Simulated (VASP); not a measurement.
# Ge3Te2O (Cmmm) in VASP: single point with PBE

Aim: the single point of Ge3Te2O with PBE.

Program: VASP 6.6.1. These are calculated values, not measurements. Logs are shortened: lines on timing, memory, paths and dates and some standing lists are left out, and cuts for length are marked.

### Step 1. The cell of the first run

The structure is orthorhombic, space group Cmmm (No. 65). Conventional cell: a = 8.060 Å, b = 9.187 Å, c = 4.293 Å, α = 90.00°, β = 90.00°, γ = 90.00°. Ge (site symmetry m2m) has 1 O at 1.79 Å within 2.4 Å. Ge (site symmetry mmm) has 4 Te at 3.06 Å and 4 Ge at 3.53 Å within 4.0 Å. Te (site symmetry 2/m) has 6 Ge at 2.99 to 3.06 Å and 4 O at 3.73 Å and 2 Te at 4.03 Å within 4.1 Å. Within 2.4 Å of O (site symmetry mmm) lie 2 Ge at 1.79 Å.

The cell was generated, and may not be a known phase.

### Step 2. Single point, PBE

Input file INCAR:

```
PREC     = Accurate       # precision mode
ENCUT    = 520            # plane-wave cutoff, eV
EDIFF    = 1E-6           # SCF threshold, eV
ISMEAR   = 0              # smearing method
SIGMA    = 0.1            # smearing width, eV
LREAL    = F              # projectors in reciprocal space
LASPH    = T              # aspherical terms in the spheres
NELM     = 60             # most SCF steps
ALGO     = Normal         # electronic algorithm
ISIF     = 2              # what is computed and relaxed
LWAVE    = F              # write WAVECAR
LCHARG   = T              # write CHGCAR
GGA      = PE             # functional
LELF     = T              # ELF
LVHAR    = T            
NBANDS   = 39             # bands
```

Input file KPOINTS:

```
Automatic mesh
0
Gamma
  6 6 8
```

Input file POSCAR:

```
Ge3Te2O
1.0
    4.0298147298     -4.5934158558      0.0000000000
    4.0298147298      4.5934158558      0.0000000000
    0.0000000000      0.0000000000      4.2925720532
Ge Te O
3 2 1
Direct
    0.3050115078      0.6949884922      0.0000000000
    0.6949884922      0.3050115078      0.0000000000
    0.0000000000      0.0000000000      0.5000000000
    0.0000000000      0.5000000000      0.5000000000
    0.5000000000      0.0000000000      0.5000000000
    0.5000000000      0.5000000000      0.0000000000
```

Potentials or basis: VASP PAW PBE potentials, release 64 (Ge_d, Te, O).

Launch:

```console
cat potpaw_PBE.64/Ge_d/POTCAR potpaw_PBE.64/Te/POTCAR potpaw_PBE.64/O/POTCAR > POTCAR
mpirun -np 1 vasp_std > vasp.out
```

OUTCAR:

```text
PREC = Accurate
   ENCUT = 520
   EDIFF = 1E-6
   ISMEAR = 0
   LREAL = F
   LASPH = T
   NELM = 60
   ISIF = 2
   GGA = PE

 ion  position               nearest neighbor table
   1  0.305  0.695  0.000-   6 1.79   5 2.99   4 2.99   4 2.99   5 2.99
   2  0.695  0.305  0.000-   6 1.79   5 2.99   4 2.99   4 2.99   5 2.99
   3  0.000  0.000  0.500-   4 3.06   5 3.06   4 3.06   5 3.06
   4  0.000  0.500  0.500-   1 2.99   2 2.99   1 2.99   2 2.99   3 3.06   3 3.06
   5  0.500  0.000  0.500-   1 2.99   2 2.99   1 2.99   2 2.99   3 3.06   3 3.06
   6  0.500  0.500  0.000-   1 1.79   2 1.79

  LATTYP: Found a base centered orthorhombic cell.
 ALAT       =     8.0596294596
 B/A-ratio  =     1.1398578257
 C/A-ratio  =     0.5326016630

  Lattice vectors:

 A1 = (   4.0298147298,  -4.5934158558,   0.0000000000)
 A2 = (   4.0298147298,   4.5934158558,   0.0000000000)
 A3 = (   0.0000000000,   0.0000000000,   4.2925720532)

Analysis of symmetry for initial positions (statically):
=====================================================================
 Subroutine PRICEL returns:
 Original cell was already a primitive cell.

 Routine SETGRP: Setting up the symmetry group for a
 base centered orthorhombic supercell.

 Subroutine GETGRP returns: Found  8 space group operations
 (whereof  8 operations were pure point group operations)
 out of a pool of  8 trial point group operations.

The static configuration has the point symmetry D_2h.

Analysis of symmetry for dynamics (positions and initial velocities):
=====================================================================
 Subroutine PRICEL returns:
 Original cell was already a primitive cell.

 Routine SETGRP: Setting up the symmetry group for a
 base centered orthorhombic supercell.

 Subroutine GETGRP returns: Found  8 space group operations
 (whereof  8 operations were pure point group operations)
 out of a pool of  8 trial point group operations.

The dynamic configuration has the point symmetry D_2h.

 Subroutine INISYM returns: Found  8 space group operations
 (whereof  8 operations are pure point group operations),
 and found     1 'primitive' translations

----------------------------------------------------------------------------------------

                                     Primitive cell

  volume of cell :     158.9163

  direct lattice vectors                    reciprocal lattice vectors
     4.029814730 -4.593415856  0.000000000     0.124075183 -0.108851455  0.000000000
     4.029814730  4.593415856  0.000000000     0.124075183  0.108851455  0.000000000
     0.000000000  0.000000000  4.292572053     0.000000000  0.000000000  0.232960562

  length of vectors
     6.110554474  6.110554474  4.292572053     0.165055416  0.165055416  0.232960562

  position of ions in fractional coordinates (direct lattice)
     0.305011508  0.694988492  0.000000000
     0.694988492  0.305011508  0.000000000
     0.000000000  0.000000000  0.500000000
     0.000000000  0.500000000  0.500000000
     0.500000000  0.000000000  0.500000000
     0.500000000  0.500000000  0.000000000

  ion indices of the primitive-cell ions
   primitive index   ion index
                 1           1
                 2           2
                 3           3
                 4           4
                 5           5
                 6           6

----------------------------------------------------------------------------------------

 KPOINTS: Automatic mesh

Automatic generation of k-mesh.
 Grid dimensions read from file:
 generate k-points for:    6    6    8

 Generating k-lattice:

  Cartesian coordinates                     Fractional coordinates (reciprocal lattice)
     0.020679197 -0.018141909  0.000000000     0.166666667  0.000000000  0.000000000
     0.020679197  0.018141909  0.000000000     0.000000000  0.166666667  0.000000000
     0.000000000  0.000000000  0.029120070     0.000000000  0.000000000  0.125000000

  Length of vectors
     0.027509236  0.027509236  0.029120070

  Shift w.r.t. Gamma in fractional coordinates (k-lattice)
     0.000000000  0.000000000  0.000000000

 Subroutine IBZKPT returns following result:
 ===========================================

 Found     65 irreducible k-points:

 Following reciprocal coordinates:
            Coordinates               Weight
  0.000000  0.000000  0.000000      1.000000
  0.166667  0.000000  0.000000      4.000000
  0.333333  0.000000  0.000000      4.000000
  0.500000  0.000000  0.000000      2.000000
  0.166667  0.166667  0.000000      2.000000
  0.333333  0.166667  0.000000      4.000000
[... 16 lines left out ...]
  0.333333  0.333333  0.125000      4.000000
  0.500000  0.333333  0.125000      8.000000
 [... further k-points ...]
   k-points           NKPTS =     65   k-points in BZ     NKDIM =     65   number of bands    NBANDS=     39
   number of dos      NEDOS =    301   number of ions     NIONS =      6
   total plane-waves  NPLWV =  73728
   dimension x,y,z NGX =    48 NGY =   48 NGZ =   32
   dimension x,y,z NGXF=    96 NGYF=   96 NGZF=   64
   ions per type =               3   2   1
   NGX,Y,Z   is equivalent  to a cutoff of  13.06, 13.06, 12.39 a.u.
   NGXF,Y,Z  is equivalent  to a cutoff of  26.12, 26.12, 24.79 a.u.
 SYSTEM =  unknown system
   PREC   = accura    normal or accurate (medium, high low for compatibility)
   ISTART =      0    job   : 0-new  1-cont  2-samecut
   ICHARG =      2    charge: 1-file 2-atom 10-const
   ISPIN  =      1    spin polarized calculation?
   LNONCOLLINEAR =      F non collinear calculations
   LSORBIT =      F    spin-orbit coupling
   LASPH  =      T    aspherical Exc in radial PAW
   ENCUT  =  520.0 eV  38.22 Ry    6.18 a.u.  11.36 11.36  7.98*2*pi/ulx,y,z
   NELM   =     60;   NELMIN=  2; NELMDL= -5     # of ELM steps
   EDIFF  = 0.1E-05   stopping-criterion for ELM
   LREAL  =      F    real-space projection
[... 7 lines left out ...]
   TEBEG  =    0.0;   TEEND  =   0.0 temperature during run
   PSTRESS=    0.0 pullay stress
   NELECT =      60.0000    total number of electrons
   NUPDOWN=      -1.0000    fix difference up-down
   EMIN   =  10.00;   EMAX   =-10.00  energy-range for DOS
   EFERMI =   0.00;   METHOD = LEGACY
   ISMEAR =     0;   SIGMA  =   0.10  broadening in eV -4-tet -1-fermi 0-gaus
   EFERMI_NEDOS =   21; number of points for ismear=-14 and -15
   IALGO  =     38    algorithm
   IMIX   =      4    mixing-type and parameters
     AMIX     =   0.40;   BMIX     =  1.00
     AMIX_MAG =   1.60;   BMIX_MAG =  1.00
  volume/ion in A,a.u.               =      26.49       178.74
  Fermi-wavevector in a.u.,A,eV,Ry     =   1.183230  2.235980 19.048602  1.400033
  Thomas-Fermi vector in A             =   2.319468
   LORBIT       =      0    0 simple, 1 ext, 2 COOP (PROOUT), +10 PAW based schemes
   GGA     = PE    functional components
   LHFCALC =     F    Hartree Fock is set to
   AEXX    =    0.0000 exact exchange contribution
   IVDW    =     0    specifies the selected vdW correction
   LEPSILON=     F    determine dielectric tensor
   LRPA    =     F    only Hartree local field effects (RPA)
 non-spin polarized calculation
 Gauss-broadening in eV      SIGMA  =   0.10
  energy-cutoff  :      520.00
  volume of cell :      158.92
 maximum number of plane-waves:      4322
 NGX is ok and might be reduce to    48
   NGX = 23   NGY = 23   NGZ = 15

 number of electron      59.9999961 magnetization

 Free energy of the ion-electron system (eV)
  ---------------------------------------------------
  ext. energy  EPLUGINS =         0.00000000
  ---------------------------------------------------
  free energy    TOTEN  =       -25.97845136 eV

  energy without entropy =      -25.96393701  energy(sigma->0) =      -25.97119419

 E-fermi :   4.1183     XC(G=0):  -9.1274

 val. band max:        4.0919115418   @ k =   0.5000   0.5000   0.5000
 cond. band min:       4.1196039540   @ k =   0.3333   0.0000   0.3750
 fundamental gap:      0.0276924122
 Fermi energy:         4.1182594408

 k-point     1 :       0.0000    0.0000    0.0000
  band No.  band energies     occupation
      1     -20.8774      2.00000
      2     -20.8733      2.00000
      3     -20.8616      2.00000
      4     -20.8564      2.00000
      5     -20.8560      2.00000
      6     -20.6749      2.00000
[... 31 lines left out ...]
     38       9.5466      0.00000
     39       9.6615      0.00000

 k-point     2 :       0.1667    0.0000    0.0000
  band No.  band energies     occupation
      1     -20.8774      2.00000
      2     -20.8733      2.00000
      3     -20.8616      2.00000
      4     -20.8564      2.00000
      5     -20.8560      2.00000
      6     -20.6749      2.00000
[... 31 lines left out ...]
     38       9.1749      0.00000
     39       9.2448      0.00000

 k-point     3 :       0.3333    0.0000    0.0000
  band No.  band energies     occupation
      1     -20.8774      2.00000
      2     -20.8734      2.00000
      3     -20.8616      2.00000
      4     -20.8564      2.00000
      5     -20.8560      2.00000
      6     -20.6747      2.00000
[... 31 lines left out ...]
     38       8.5401      0.00000
     39       9.1641      0.00000

 k-point     4 :       0.5000    0.0000    0.0000
  band No.  band energies     occupation
      1     -20.8774      2.00000
      2     -20.8734      2.00000
      3     -20.8616      2.00000
      4     -20.8564      2.00000
      5     -20.8560      2.00000
      6     -20.6747      2.00000
[... 31 lines left out ...]
     38       9.1106      0.00000
     39       9.3909      0.00000
[... 754 lines left out ...]
     38       8.7011      0.00000
     39       9.0366      0.00000

 k-point    23 :       0.3333    0.3333    0.1250
  band No.  band energies     occupation
      1     -20.8774      2.00000
      2     -20.8734      2.00000
      3     -20.8617      2.00000
      4     -20.8565      2.00000
      5     -20.8557      2.00000
      6     -20.6744      2.00000
[... 31 lines left out ...]
     38       9.0648      0.00000
     39       9.6388      0.00000

 k-point    24 :       0.5000    0.3333    0.1250
  band No.  band energies     occupation
      1     -20.8774      2.00000
      2     -20.8734      2.00000
      3     -20.8617      2.00000
      4     -20.8565      2.00000
      5     -20.8557      2.00000
      6     -20.6743      2.00000
[... 31 lines left out ...]
     38       8.8481      0.00000
     39       9.2119      0.00000

 [... further k-points ...]

------------------------ aborting loop because EDIFF is reached ----------------------------------------

  FORCE on cell =-STRESS in cart. coord.  units (eV):
  Direction    XX          YY          ZZ          XY          YZ          ZX
  --------------------------------------------------------------------------------------
  -------------------------------------------------------------------------------------
  Total       -0.0680193     -0.0924163     -0.0664195     -0.0000000      0.0000000      0.0000000
  in kB       -0.6857634     -0.9317317     -0.6696345     -0.0000000      0.0000000      0.0000000
  external PRESSURE =      -0.7623765 kB  Pullay stress =       0.0000000 kB

 VOLUME and BASIS-vectors are now :
 -----------------------------------------------------------------------------
  energy-cutoff  :      520.00
  volume of cell :      158.92
      direct lattice vectors                 reciprocal lattice vectors
     4.029814730 -4.593415856  0.000000000     0.124075183 -0.108851455  0.000000000
     4.029814730  4.593415856  0.000000000     0.124075183  0.108851455  0.000000000
     0.000000000  0.000000000  4.292572053     0.000000000  0.000000000  0.232960562

 POSITION                                       TOTAL-FORCE (eV/Angst)
 -----------------------------------------------------------------------------------
      4.02981      1.79133      0.00000        -0.000000     -0.012048      0.000000
      4.02981     -1.79133      0.00000        -0.000000      0.012048     -0.000000
      0.00000      0.00000      2.14629        -0.000000     -0.000000     -0.000000
      2.01491      2.29671      2.14629        -0.000000     -0.000000     -0.000000
      2.01491     -2.29671      2.14629        -0.000000     -0.000000     -0.000000
      4.02981      0.00000      0.00000         0.000000     -0.000000     -0.000000
 -----------------------------------------------------------------------------------
    total drift:                               -0.000000     -0.000000     -0.000000

  FREE ENERGIE OF THE ION-ELECTRON SYSTEM (eV)
  ---------------------------------------------------
  free  energy   TOTEN  =       -25.9784513638 eV

  energy  without entropy=      -25.9639370106  energy(sigma->0) =      -25.97119419
```

Run time: 7.5 min. Hardware: 1 thread of Intel Xeon 8259CL, shared host; peak memory 0.5 GiB.

Results:

```yaml
Free_energy: -25.9785 eV
Pressure: -0.1 GPa
Largest_force: 0.012 eV/Å
Band_gap_on_the_k_mesh: zero (bands 30 and 31 overlap by 1.34 eV)
```

Forces on the atoms (eV/Å):
```
Ge   0.000 -0.012  0.000
Ge   0.000  0.012  0.000
Ge   0.000  0.000  0.000
Te   0.000  0.000  0.000
Te   0.000  0.000  0.000
O    0.000  0.000  0.000
```

Levels at points of the mesh, in eV from the Fermi level:
```tsv
k point	band 27	band 28	band 29	band 30	band 31	band 32	band 33	band 34
(0.00, 0.00, 0.00)	-1.91	-1.16	-0.95	0.30	0.67	1.04	1.99	2.74
(0.50, 0.00, 0.00)	-1.48	-1.44	-0.80	-0.39	0.55	1.62	2.76	2.81
(0.50, 0.50, 0.00)	-1.27	-1.10	-1.01	0.41	0.41	0.41	0.50	1.87
(0.00, 0.00, 0.50)	-3.22	-2.22	-0.93	-0.63	0.89	2.00	2.16	4.14
(0.50, 0.00, 0.50)	-2.40	-1.57	-1.36	-0.52	-0.10	1.05	2.59	4.27
(0.50, 0.50, 0.50)	-1.12	-1.01	-0.59	-0.03	0.49	0.88	1.09	1.38
```

Caveat: spin-orbit coupling is left out, which moves the levels of the heavy elements.

The gap in the log of VASP goes by the Fermi energy; the results here count the filled bands.